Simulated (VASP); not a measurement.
Set up this calculation in VASP 6.6.1, as the native input.

```
Task                   : relaxation of cell and atoms
Functional             : PBE
Potentials or basis    : VASP PAW PBE potentials, release 64 (Sr_sv, Al, O_h)
Cutoff                 : 910 eV
k mesh                 : 6 × 6 × 2
Occupations            : gaussian, width 0.1 eV
Spin                   : no spin polarisation
Dipole correction      : no
Further INCAR settings : ALGO = Normal; EDIFF = 1e-07; IBRION = 2; EDIFFG = -0.04; NSW = 90; ISIF = 3
```

The structure of Sr2AlO lies in POSCAR:

```
Sr2AlO
1.0
    3.5287107700      0.0000000000      0.0000000000
   -1.7643553900      3.0559531700      0.0000000000
    0.0000000000      0.0000000000      8.6010053800
Sr Al O
2 1 1
Direct
    0.0000000000      0.0000000000      0.7183483500
    0.0000000000      0.0000000000      0.2816516500
    0.0000000000      0.0000000000      0.0000000000
    0.0000000000      0.0000000000      0.5000000000
```

The cell was built from a structure type or drawn by symmetry, and may not be a known phase.

These files were run (other wordings do the same):

INCAR

```
SYSTEM = Sr2AlO
  ALGO = Normal
  EDIFF = 1E-7
  EDIFFG = -0.04
  ENCUT = 910
  GGA = PE
  GGA_COMPAT = .FALSE.
  IBRION = 2
  ISIF = 3
  ISMEAR = 0
  LASPH = .TRUE.
  LCHARG = .FALSE.
  LREAL = .FALSE.
  LWAVE = .FALSE.
  NELM = 120
  NELMIN = 4
  NSW = 90
  PREC = Accurate
  SIGMA = 0.1
```

KPOINTS

```
k-points
0
G
  6 6 2
  0 0 0
```

Potentials or basis: VASP PAW PBE potentials, release 64 (Sr_sv, Al, O_h).

The run is started by

```console
$ cat potpaw_PBE.64/Sr_sv/POTCAR potpaw_PBE.64/Al/POTCAR potpaw_PBE.64/O_h/POTCAR > POTCAR
$ mpirun -np 1 vasp_std > vasp.out
```

It gave:

The relaxed volume is 35.99 Å³/atom and the relaxed cell is a = 3.970 Å, b = 3.970 Å, c = 10.550 Å, α = 90.00°, β = 90.00°, γ = 120.00°. The space group after relaxing (to 0.1 Å) is P6/mmm (No. 191), the energy gained by relaxing is 1008.0 meV/atom and the ionic steps are 15. The pressure after relaxing is 0.0 GPa, the largest force after relaxing is 0.015 eV/Å and the band gap on the k mesh is zero (an odd number of electrons rules out a gap without spin polarisation).

Caveat: the k points lie up to 0.30 Å⁻¹ apart in the final cell, too coarse for converged energies and pressures of a metal; the cutoff is under 1.25 times the usual one of these potentials, so pressure, stress and relaxed cells hold a basis-set (Pulay) error; the volume moved by over 15 % at a fixed basis, so the end points are rough; an odd number of electrons without spin polarisation forces a metal; a magnetic or distorted state may lie lower.

Run time: 8.9 min on 1 thread of Intel(R) Xeon(R) 6975P-C (Granite Rapids), with other jobs on the host, peak memory 0.4 GiB.
